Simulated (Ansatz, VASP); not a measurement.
## Two plane-wave programs on RbCl

The input INCAR:

```
  PREC = Accurate
  ENCUT = 400
  EDIFF = 1E-6
  ISMEAR = 0
  SIGMA = 0.15
  LREAL = F
  LASPH = T
  NELM = 120
  ALGO = Normal
  ISIF = 2
  LWAVE = F
  LCHARG = T
  LDIPOL = T
  IDIPOL = 3
  DIPOL = 0.5 0.5 0.500
  GGA = PE
  LELF = T
  LVHAR = T
  LVACPOTAV = T
  NBANDS = 24
  GGA_COMPAT = F
  NELMDL = -8
```

Contents of KPOINTS:

```
regular mesh
0
Gamma
  4 4 1
```

POSCAR

```
RbCl
1.0
    4.6301352032      0.0000000000      0.0000000000
    0.0000000000      4.6301352032      0.0000000000
    0.0000000000      0.0000000000      9.2740000000
Rb Cl
2 2
Direct
    0.0000000000      0.0000000000      0.3234850119
    0.5000000000      0.5000000000      0.6765149881
    0.5000000000      0.5000000000      0.3234850119
    0.0000000000      0.0000000000      0.6765149881
```

Input for Ansatz:

```yaml
crystal:
  lattice:
    - [4.630135203209513, 0.0, 0.0]
    - [-1.6354589469209264e-16, 4.630135203209513, 0.0]
    - [0.0, -0.0, 9.274]
  atoms:
    - { symbol: Rb, position: [0.0, 0.0, 0.3234850118611171] }
    - { symbol: Cl, position: [0.5, 0.4999999999999999, 0.3234850118611171] }
    - { symbol: Rb, position: [0.49999999999999994, 0.5000000000000001, 0.6765149881388829] }
    - { symbol: Cl, position: [0.0, 0.0, 0.6765149881388829] }
basis:
  ecutwfc: 510.0
kpoints:
  mp_grid:
    grid: [4, 4, 1]
hamiltonian:
  xc: pbe
efield:
  axis: 3
  dipole_correction: true
scf:
  convergence:
    dr2_threshold: 1.0e-09
  occupations:
    method: gaussian
    width: 0.15
```

Alike in both runs: task single point; functional PBE; k mesh 4 × 4 × 1; occupations gaussian, width 0.15 eV; no spin polarisation.

|  | VASP | Ansatz |
| --- | --- | --- |
| version | VASP 6.6.1 | Ansatz 0.2.0 |
| potentials or method | VASP PAW PBE potentials, release 64 (Rb_sv, Cl), cutoff 400 eV | plane waves, PAW |
| valence electrons in the cell | 32 | 32 |

VASP gave:

```
gap on the k mesh at the Fermi level (eV) : 4.38
```

Which values does Ansatz return?

gap on the k mesh at the Fermi level (eV): 4.39.

With one functional, cell and mesh, what is left measures potentials, basis and numerics. Ansatz's warnings: vacuum density over bound.
